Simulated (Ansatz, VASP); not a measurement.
Sb: VASP beside Ansatz

Contents of INCAR:

```
SYSTEM = Sb
  PREC = Accurate
  ENCUT = 600
  EDIFF = 1E-7
  ISMEAR = 0
  SIGMA = 0.1
  LREAL = .FALSE.
  LASPH = .TRUE.
  NELM = 60
  ALGO = Normal
  ISIF = 3
  LWAVE = .FALSE.
  LCHARG = .FALSE.
  GGA = PE
  IBRION = 2
  NSW = 90
  EDIFFG = -0.04
```

Contents of KPOINTS:

```
Automatic mesh
0
G
  6 6 4
  0 0 0
```

POSCAR

```
Sb
1.0
    4.3996000742      0.0000000000      0.0000000000
   -2.1998000371      3.8101654308      0.0000000000
    0.0000000000      0.0000000000      7.2593401225
Sb
4
Direct
    0.3333333333      0.6666666667      0.4375000000
    0.6666666667      0.3333333333      0.9375000000
    0.6666666667      0.3333333333      0.5625000000
    0.3333333333      0.6666666667      0.0625000000
```

Input for Ansatz:

```yaml
crystal:
  lattice:
    - [4.3996000742, 0.0, 0.0]
    - [-2.1998000371, 3.8101654308, 0.0]
    - [0.0, 0.0, 7.2593401225]
  atoms:
    - { symbol: Sb, position: [0.3333333333, 0.6666666667, 0.4375] }
    - { symbol: Sb, position: [0.6666666667, 0.3333333333, 0.9375] }
    - { symbol: Sb, position: [0.6666666667, 0.3333333333, 0.5625] }
    - { symbol: Sb, position: [0.3333333333, 0.6666666667, 0.0625] }
basis:
  ecutwfc: 420
kpoints:
  mp_grid: { grid: [6, 6, 4] }
hamiltonian:
  xc: pbe
scf:
  occupations: { method: gaussian, width: 0.1 }
  lower_state_search: "off"
output:
  forces: true
  stress: true
  eigenvalues: true
relax:
  adjacent_minimum: "off"
  f_tol: 0.04
  max_steps: 70
  cell: { stress_tol: 0.4 }
```

Alike in both runs: task relaxation of cell and atoms; functional PBE; k mesh 6 × 6 × 4; occupations gaussian, width 0.1 eV; no spin polarisation.

|  | VASP | Ansatz |
| --- | --- | --- |
| version | VASP 6.6.1 | Ansatz 0.2.0 |
| potentials or method | VASP PAW PBE potentials, release 64 (Sb), cutoff 600 eV | scalar-relativistic, plane waves, PAW |
| valence electrons in the cell | 20 | 60 |

Ansatz gave:

- gap on the k mesh at the Fermi level, each at its own relaxed structure (eV): none
- relaxed volume (Å³/atom): 38.94
- relaxed length of the cell vector where the two differ most in proportion (Å): 6.470

Task: Estimate VASP's values.

Result: gap on the k mesh at the Fermi level, each at its own relaxed structure (eV): none; relaxed volume (Å³/atom): 39.20; relaxed length of the cell vector where the two differ most in proportion (Å): 6.522.

A gap of «none» marks a metal or a gap that the smearing closes. VASP's potentials hold 20 valence electrons a cell and Ansatz's 60, so a difference there can come from the potentials and not from the codes.

Spin-orbit coupling is off throughout. Noted on VASP's run: the volume moved by over 15 % at a fixed basis, so the end points are rough.
